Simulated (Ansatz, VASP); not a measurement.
**CdAg: VASP beside Ansatz**

The input INCAR:

```
PREC = Accurate ; ENCUT = 520
EDIFF = 1E-7 ; ISMEAR = 0
SIGMA = 0.15 ; LREAL = False
LASPH = True ; NELM = 60
ALGO = Fast ; ISIF = 2
LWAVE = False ; LCHARG = False
GGA = CA ; NBANDS = 18
```

Contents of KPOINTS:

```
regular mesh
0
Gamma
  14 14 14
```

Contents of POSCAR:

```
CdAg
1.0
    3.3300000000      0.0000000000      0.0000000000
    0.0000000000      3.3300000000      0.0000000000
    0.0000000000      0.0000000000      3.1635000000
Cd Ag
1 1
Direct
    0.5000000000      0.5000000000      0.5000000000
    0.0000000000      0.0000000000      0.0000000000
```

Input for Ansatz:

```yaml
crystal:
  lattice:
    - [3.33, 0.0, 0.0]
    - [0.0, 3.33, 0.0]
    - [0.0, 0.0, 3.1635]
  atoms:
    - { symbol: Cd, position: [0.5, 0.5, 0.5] }
    - { symbol: Ag, position: [0.0, 0.0, 0.0] }
basis:
  ecutwfc: 420
kpoints:
  mp_grid: { grid: [14, 14, 14] }
hamiltonian:
  xc: lda
scf:
  occupations: { method: gaussian, width: 0.15 }
output:
  forces: true
  stress: true
  eigenvalues: true
```

Change from the starting cell: strain +0.000 along x and y, -0.050 along z, atoms carried along.

Alike in both runs: task single point; functional LDA; k mesh 14 × 14 × 14; occupations gaussian, width 0.15 eV; no spin polarisation.

|  | VASP | Ansatz |
| --- | --- | --- |
| version | VASP 6.6.1 | Ansatz 0.2.0 |
| potentials or method | VASP PAW LDA potentials, release 64 (Cd, Ag), cutoff 520 eV | scalar-relativistic, plane waves, PAW |
| valence electrons in the cell | 23 | 39 |

|  | VASP | Ansatz | Ansatz less VASP |
| --- | --- | --- | --- |
| gap on the k mesh at the Fermi level (eV) | none | none | - |
| pressure (GPa) | -0.2 | -1.0 | -0.78 |
| traceless stress, the component that is largest in VASP (GPa) | 0.52 | 0.50 | -0.018 |

LDA's correlation is that of Perdew and Zunger in VASP and of Perdew and Wang (1992) in Ansatz. A gap of «none» marks a metal or a gap that the smearing closes. VASP's potentials hold 23 valence electrons a cell and Ansatz's 39, so a difference there can come from the potentials and not from the codes.
